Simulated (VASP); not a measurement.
Here is a VASP 6.6.1 calculation.

File POSCAR:

```
BaTiO3
1.0
    4.0551297633      0.0000000000      0.0000000000
    0.0000000000      2.8864628341      2.8948569680
    0.0000000000     -2.8864628341      2.8948569680
Ba Ti O
1 1 3
Direct
    0.0000000000      0.0000000000      0.0000000000
    0.5000000000      0.5124000000      0.5124000000
    0.0000000000      0.4874000000      0.4874000000
    0.5000000000      0.5052400000      0.9918400000
    0.5000000000      0.9918400000      0.5052400000
```

The input INCAR.step1:

```
PREC = Accurate ; ENCUT = 520
ISMEAR = -1 ; SIGMA = 0.1
LREAL = False ; LASPH = True
NELM = 80 ; NBANDS = 28
GGA = PE ; ALGO = Normal
EDIFF = 1E-4 ; LWAVE = True
LCHARG = False
```

The input INCAR.step2:

```
PREC = Accurate ; ENCUT = 520
EDIFF = 1E-6 ; ISMEAR = -1
SIGMA = 0.1 ; LREAL = False
LASPH = True ; NELM = 80
ALGO = Normal ; ISIF = 2
LWAVE = False ; LCHARG = True
METAGGA = R2SCAN ; LMIXTAU = True
LELF = True ; LVHAR = True
NBANDS = 28 ; ISTART = 1
```

KPOINTS

```
regular mesh
0
Gamma
  6 6 6
```

Potentials or basis: VASP PAW PBE potentials, release 64 (Ba_sv, Ti_sv, O).

The run is started by

```sh
$ cat potpaw_PBE.64/Ba_sv/POTCAR potpaw_PBE.64/Ti_sv/POTCAR potpaw_PBE.64/O/POTCAR > POTCAR
$ cp INCAR.step1 INCAR
$ mpirun -np 1 vasp_std > vasp.out
$ cp INCAR.step2 INCAR
$ mpirun -np 1 vasp_std > vasp.out
```

Task: Estimate the band gap on the k mesh.

Result: 2.11 eV (least direct gap 2.38 eV).

Task: What does it give for the largest force?

Result: 0.442 eV/Å.

Forces on the atoms (eV/Å):
```
Ba   0.000  0.000  0.152
Ti   0.000  0.000  0.385
O    0.000  0.000  0.282
O    0.000  0.166 -0.409
O    0.000 -0.166 -0.409
```

Caveat: the cell stands under tension; the PAW data sets were made with another functional, which shifts forces and pressure a little; spin-orbit coupling is left out, which moves the levels of the heavy elements. r2SCAN opens gaps a little over a GGA but as a rule still falls short of measured ones.
